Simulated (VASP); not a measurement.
Runs of VASP 6.6.1 on CuMo2. The structure is that of space group Fm-3m (No. 225), or close to it. The cells are those of the table. 

```tsv
task	cell	k mesh	cutoff (eV)	gap on the mesh (eV)	pressure (GPa)	relaxed volume (Å³/atom)
single point	a = 4.103 Å, angles 60.0°, 3 atoms	6 × 6 × 6	520	none	(a)	-
relaxation of cell and atoms	relaxed from a = 4.103 Å, angles 60.0°, 3 atoms	14 × 14 × 14	600	none	0.0	16.32
single point	a = 4.105 Å, angles 60.0°, 3 atoms	14 × 14 × 14	520	none	0.2	-
relaxation of cell and atoms	relaxed from a = 3.881 Å, angles 60.0°, 3 atoms	6 × 6 × 6	600	none	0.0	16.32
```

Alike in all rows: level PBE; potentials or basis VASP PAW PBE potentials, release 64 (Cu, Mo_sv); no spin polarisation; smearing gaussian 0.1 eV.

Question: Fill in the values left out.

Answer: (a) 0.4.

Caveats: the volume moved by over 15 % at a fixed basis, so the end points are rough (at least some runs).

A k mesh can miss the band edges, and the runs leave out spin-orbit coupling on Mo.

A gap of «none» marks levels without a gap at the run's occupations.
